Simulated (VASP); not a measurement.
Crystal: MoH4.

```
H Mo
1.0
     2.96962    0.00000    0.00000
    -1.48481    2.57177    0.00000
     0.00000    0.00000    6.41438
H Mo
4 1
Direct
  0.33333 0.66667 0.25000
  0.33333 0.66667 0.75000
  0.66667 0.33333 0.25000
  0.66667 0.33333 0.75000
  0.00000 0.00000 0.00000
```

This cell differs from its parent crystal: atoms taken out.

* Program: VASP 6.6.1
* Task: relaxation of cell and atoms
* Functional: PBE
* Potentials or basis: VASP PAW PBE potentials, release 64 (H_h, Mo_sv)
* Cutoff: 910 eV
* k mesh: 6 × 6 × 4
* Occupations: gaussian, width 0.1 eV
* Spin: no spin polarisation

At the start: pressure -23.9 GPa; volume 9.80 Å³/atom.

Problem. How do energy, volume and symmetry change on relaxing?

Solution. Over 5 steps the energy falls by 411.3 meV/atom and the volume is 7.26 Å³/atom (-25.9 %); space group P6/mmm (No. 191, to 0.1 Å) before and after.

The path:
| step | energy change (eV) | largest force (eV/Å) | pressure (GPa) | volume (Å³) |
| --- | --- | --- | --- | --- |
| 1 | 0.0000 | 1.5520 | -23.91 | 48.99 |
| 2 | -1.5848 | 0.9710 | -8.36 | 39.31 |
| 3 | -1.7854 | 0.5041 | 5.41 | 35.78 |
| 4 | -2.0087 | 0.2227 | 2.09 | 36.11 |
| 5 | -2.0564 | 0.0175 | -0.02 | 36.31 |

Final structure:
```yaml
crystal:
  lattice:
    - [2.85389, 0.00000, 0.00000]
    - [-1.42695, 2.47154, 0.00000]
    - [0.00000, 0.00000, 5.14741]
  atoms:
    - { symbol: H, position: [0.33333, 0.66667, 0.22093] }
    - { symbol: H, position: [0.33333, 0.66667, 0.77907] }
    - { symbol: H, position: [0.66667, 0.33333, 0.22093] }
    - { symbol: H, position: [0.66667, 0.33333, 0.77907] }
    - { symbol: Mo, position: [0.00000, 0.00000, 0.00000] }
```

Caveat: the k points lie up to 0.42 Å⁻¹ apart in the final cell; the cell differs from its parent crystal (atoms taken out); the volume moved by over 15 % at a fixed basis, so the end points are rough.
